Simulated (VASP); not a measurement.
# Te2Mo in VASP: notebook, part 2 of 2

VASP 6.6.1.

## Step 4: Single point, PBE+D3(BJ)

INCAR

```
SYSTEM = Te2Mo
  PREC = Accurate
  ENCUT = 520
  EDIFF = 1E-7
  ISMEAR = 0
  SIGMA = 0.02
  LREAL = .False.
  LASPH = .True.
  NELM = 100
  ALGO = Normal
  ISIF = 2
  LWAVE = .False.
  LCHARG = .False.
  LDIPOL = .True.
  IDIPOL = 3
  DIPOL = 0.5 0.5 0.500
  GGA = PE
  IVDW = 12
  NBANDS = 20
```

KPOINTS

```
Automatic mesh
0
Gamma
  9 9 1
  0 0 0
```

POSCAR

```
Te2Mo
1.0
    3.3170000000      0.0000000000      0.0000000000
   -1.6585000000      2.8726062644      0.0000000000
    0.0000000000      0.0000000000     33.2698832047
Te Mo
2 1
Direct
    0.3333333333      0.6666666667      0.4397052287
    0.3333333333      0.6666666667      0.5602947713
    0.6666666667      0.3333333333      0.5000000000
```

Potentials or basis: VASP PAW PBE potentials, release 64 (Te, Mo_sv).

Started as:

```bash
$ cat potpaw_PBE.64/Te/POTCAR potpaw_PBE.64/Mo_sv/POTCAR > POTCAR
$ mpirun -np 1 vasp_std > vasp.out
```

OUTCAR:

```text
SYSTEM = Te2Mo
   PREC = Accurate
   ENCUT = 520
   EDIFF = 1E-7
   ISMEAR = 0
   LREAL = .False.
   LASPH = .True.
   NELM = 100
   ISIF = 2
   GGA = PE
   IVDW = 12
 IVDW          = 12

 ion  position               nearest neighbor table
   1  0.333  0.667  0.440-   3 2.77   3 2.77   3 2.77
   2  0.333  0.667  0.560-   3 2.77   3 2.77   3 2.77
   3  0.667  0.333  0.500-   1 2.77   2 2.77   1 2.77   2 2.77   1 2.77   2 2.77

  LATTYP: Found a hexagonal cell.
 ALAT       =     3.3170000000
 C/A-ratio  =    10.0301125127

  Lattice vectors:

 A1 = (   3.3170000000,   0.0000000000,   0.0000000000)
 A2 = (  -1.6585000000,   2.8726062644,   0.0000000000)
 A3 = (   0.0000000000,   0.0000000000,  33.2698832047)

Analysis of symmetry for initial positions (statically):
=====================================================================
 Subroutine PRICEL returns:
 Original cell was already a primitive cell.

 Routine SETGRP: Setting up the symmetry group for a
 hexagonal supercell.

 Subroutine GETGRP returns: Found 12 space group operations
 (whereof 12 operations were pure point group operations)
 out of a pool of 24 trial point group operations.

The static configuration has the point symmetry D_3h.

Analysis of symmetry for dynamics (positions and initial velocities):
[... 159 lines left out ...]

 k-point     1 :       0.0000    0.0000    0.0000
  band No.  band energies     occupation
      1     -62.1190      2.00000
      2     -36.3834      2.00000
      3     -36.0368      2.00000
      4     -36.0368      2.00000
      5     -14.7207      2.00000
      6     -14.1179      2.00000
[... 265 lines left out ...]
     19       3.9224      0.00000
     20       5.2746      0.00000

------------------------ aborting loop because EDIFF is reached ----------------------------------------

 vacuum level on the upper side and lower side of the slab       (xc-potential included)        -0.061        -0.061

 Edisp (eV)   -1.28338

 E8    (eV) :    -0.6210

  FORCE on cell =-STRESS in cart. coord.  units (eV):
  Direction    XX          YY          ZZ          XY          YZ          ZX
  --------------------------------------------------------------------------------------
  -------------------------------------------------------------------------------------
  Total       2.47018     2.47018    -5.32735     0.00000     0.00000     0.00000
  in kB      12.48436    12.48436   -26.92457     0.00000     0.00000     0.00000
  external pressure =       -0.65 kB  Pullay stress =        0.00 kB

 VOLUME and BASIS-vectors are now :
 -----------------------------------------------------------------------------
  energy-cutoff  :      520.00
  volume of cell :      317.01
      direct lattice vectors                 reciprocal lattice vectors
     3.317000000  0.000000000  0.000000000     0.301477238  0.174057965  0.000000000
    -1.658500000  2.872606264  0.000000000     0.000000000  0.348115930  0.000000000
     0.000000000  0.000000000 33.269883205     0.000000000  0.000000000  0.030057214

 POSITION                                       TOTAL-FORCE (eV/Angst)
 -----------------------------------------------------------------------------------
     -0.00000      1.91507     14.62894        -0.000000     -0.000000      1.324944
     -0.00000      1.91507     18.64094        -0.000000      0.000000     -1.324944
      1.65850      0.95754     16.63494         0.000000      0.000000      0.000000
 -----------------------------------------------------------------------------------
    total drift:                               -0.000000      0.000000     -0.000000

  FREE ENERGIE OF THE ION-ELECTRON SYSTEM (eV)
  ---------------------------------------------------
  free  energy   TOTEN  =       -18.8235859608 eV

  energy  without entropy=      -18.8235859608  energy(sigma->0) =      -18.82358596

 vacuum level on the upper side and lower side of the slab         2.934         2.934
```

OSZICAR:

```text
N       E                     dE             d eps       ncg     rms          rms(c)
DAV:   1     0.135514035550E+03    0.13551E+03   -0.11966E+04   672   0.939E+02
DAV:   2    -0.776006270402E+01   -0.14327E+03   -0.14001E+03   700   0.188E+02
DAV:   3    -0.180558777403E+02   -0.10296E+02   -0.10095E+02   664   0.452E+01
[... 18 lines left out ...]
DAV:  22    -0.175402050825E+02   -0.28308E-05   -0.50896E-08   492   0.699E-04    0.660E-04
DAV:  23    -0.175402061292E+02   -0.10467E-05   -0.13682E-08   412   0.321E-04    0.490E-04
DAV:  24    -0.175402064121E+02   -0.28288E-06   -0.17332E-09   380   0.173E-04    0.249E-04
DAV:  25    -0.175402065906E+02   -0.17850E-06   -0.19157E-09   380   0.165E-04    0.558E-05
DAV:  26    -0.175402066065E+02   -0.15884E-07    0.82150E-10   360   0.451E-05
   1 F= -.18823586E+02 E0= -.18823586E+02  d E =-.175167E-24
```

stdout:

```text
POSCAR found type information on POSCAR TeMo
 POSCAR found :  2 types and       3 ions
 scaLAPACK will be used
 LDA part: xc-table for (Slater+PW92), standard interpolation
 POSCAR, INCAR and KPOINTS ok, starting setup
 FFT: planning ... GRIDC
 FFT: planning ... GRID_SOFT
 FFT: planning ... GRID
 WAVECAR not read
 entering main loop
```

Wall time 2.9 min (1 thread of Intel Xeon Platinum 8488C (Sapphire Rapids), shared host); peak memory 0.47 GiB.

What came out:

- Free energy: -18.8236 eV
- Largest force: 1.325 eV/Å
- Band gap on the k mesh: 0.39 eV, indirect (least direct gap 0.85 eV)
- Dispersion energy per atom: -0.428 eV

Forces in eV/Å, atoms in the order of the input:
```
Te   0.000  0.000  1.325
Te   0.000  0.000 -1.325
Mo   0.000  0.000  0.000
```

Caveat: spin-orbit coupling is left out, which moves the levels of the heavy elements.

## Step 5: Single point, PBE+D3(BJ)

INCAR

```
SYSTEM = Te2Mo
PREC = Accurate ; ENCUT = 520
EDIFF = 1E-6 ; ISMEAR = 0
SIGMA = 0.02 ; LREAL = .FALSE.
LASPH = .TRUE. ; NELM = 60
ALGO = Normal ; ISIF = 2
LWAVE = .FALSE. ; LCHARG = .FALSE.
LDIPOL = .TRUE. ; IDIPOL = 3
DIPOL = 0.5 0.5 0.500 ; GGA = PE
IVDW = 12 ; NBANDS = 20
```

KPOINTS

```
regular mesh
0
G
  9 9 1
  0 0 0
```

POSCAR

```
Te2Mo
1.0
    3.3170000000      0.0000000000      0.0000000000
   -1.6585000000      2.8726062644      0.0000000000
    0.0000000000      0.0000000000     33.2698832047
Te Mo
2 1
Direct
    0.3333333333      0.6666666667      0.4491732511
    0.3333333333      0.6666666667      0.5508267489
    0.6666666667      0.3333333333      0.5000000000
```

Started as:

```bash
$ cat potpaw_PBE.64/Te/POTCAR potpaw_PBE.64/Mo_sv/POTCAR > POTCAR
$ mpirun -np 1 vasp_std > vasp.out
```

Run time: 2.4 min. Hardware: 1 thread of Intel Xeon Platinum 8488C (Sapphire Rapids), shared host; peak memory 0.49 GiB.

Results (log left out):

* Free energy: -18.2933 eV
* Largest force: 3.718 eV/Å
* Band gap on the k mesh: 1.45 eV, indirect (least direct gap 1.48 eV)
* Dispersion energy per atom: -0.461 eV

Forces on the atoms (eV/Å):
```
Te   0.000  0.000 -3.718
Te   0.000  0.000  3.718
Mo   0.000  0.000  0.000
```

Levels at points of the mesh, in eV from the valence-band top:
```
           k point  band 11  band 12  band 13  band 14  band 15  band 16
(0.00, 0.00, 0.00)    -0.93    -0.93    -0.65     4.18     4.18     4.45
```

Caveat: spin-orbit coupling is left out, which moves the levels of the heavy elements.
